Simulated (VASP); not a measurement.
**Ti3H: single point with PBE**

Ti3H, a slab with vacuum:

```xyz
8
Lattice="4.6037 0.0000 0.0000 -2.3019 3.9870 0.0000 0.0000 0.0000 22.4968" Properties=species:S:1:pos:R:3 pbc="T T T"
Ti    2.3019    1.3290    4.0000
Ti    0.0000    2.6580    4.9397
Ti    0.0000    0.0000    5.8795
Ti    2.3019    1.3290    6.7051
Ti    0.0000    2.6580    7.4342
Ti    0.0000    0.0000    8.4968
H    -0.2815    2.8205    8.9468
H     0.2815    2.4955    8.9468
```

| Quantity | Value |
| --- | --- |
| Program | VASP 6.6.1 |
| Task | single point |
| Functional | PBE |
| Potentials or basis | VASP PAW PBE potentials, release 64 (Ti_sv, H) |
| Cutoff | 520 eV |
| k mesh | 6 × 6 × 1 |
| Occupations | gaussian, width 0.1 eV |
| Spin | no spin polarisation |

- Largest force: 9.047 eV/Å
- Band gap on the k mesh: zero (bands 37 and 38 overlap by 0.11 eV)

Forces in eV/Å, atoms in the order of the input:
```
Ti  -0.023  0.013  0.019
Ti  -0.011  0.006  0.216
Ti  -0.061  0.035 -0.523
Ti   0.010 -0.006  0.028
Ti  -0.087  0.050 -5.374
Ti   0.188 -0.108 -0.666
H   -7.351  4.244  3.120
H    7.335 -4.235  3.180
```

Levels at points of the mesh, in eV from the Fermi level:
| k point | band 34 | band 35 | band 36 | band 37 | band 38 | band 39 | band 40 | band 41 |
| --- | --- | --- | --- | --- | --- | --- | --- | --- |
| (0.00, 0.00, 0.00) | -0.53 | -0.51 | -0.47 | -0.35 | -0.06 | -0.04 | 0.06 | 0.45 |
| (0.50, 0.00, 0.00) | -0.42 | -0.40 | -0.28 | -0.09 | 0.00 | 0.25 | 0.46 | 0.48 |
| (0.50, 0.50, 0.00) | -0.43 | -0.41 | -0.28 | -0.08 | 0.03 | 0.37 | 0.45 | 0.47 |

It took 5.7 min on 1 thread of AMD EPYC 9R45 96-Core Processor (Zen 5), with other jobs on the host, peak memory 0.53 GiB.
